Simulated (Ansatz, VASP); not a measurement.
In3Se: VASP beside Ansatz

```
CELL_PARAMETERS angstrom
4.24358 0.00000 0.00000
0.00000 4.24358 0.00000
0.00000 0.00000 4.58765
ATOMIC_POSITIONS crystal
In 0.00000 0.50000 0.50000
In 0.50000 0.00000 0.50000
In 0.50000 0.50000 0.00000
Se 0.00000 0.00000 0.00000
```

Change from the starting cell: engineering shear strain xy +0.0000, equal normal strain along x and y -0.0750.

Alike in both runs: task single point; functional PBEsol; dispersion D3(BJ); k mesh 10 × 10 × 10; occupations gaussian, width 0.15 eV; no spin polarisation.

```csv
,VASP,Ansatz
version,VASP 6.6.1,Ansatz 0.2.0
potentials or method,"VASP PAW PBE potentials, release 64 (In_d, Se), cutoff 500 eV","scalar-relativistic, plane waves, PAW"
valence electrons in the cell,45,55
```

```csv
,VASP,Ansatz,Ansatz less VASP
gap on the k mesh at the Fermi level (eV),none,none,-
pressure (GPa),11.5,11.5,-0.07
"traceless stress, the component that is largest in VASP (GPa)",-0.68,-0.68,+0.003
```

VASP's potentials were made for PBE, not for PBEsol, and Ansatz warns of the same on its side. A gap of «none» marks a metal or a gap that the smearing closes. VASP's potentials hold 45 valence electrons a cell and Ansatz's 55, so a difference there can come from the potentials and not from the codes.
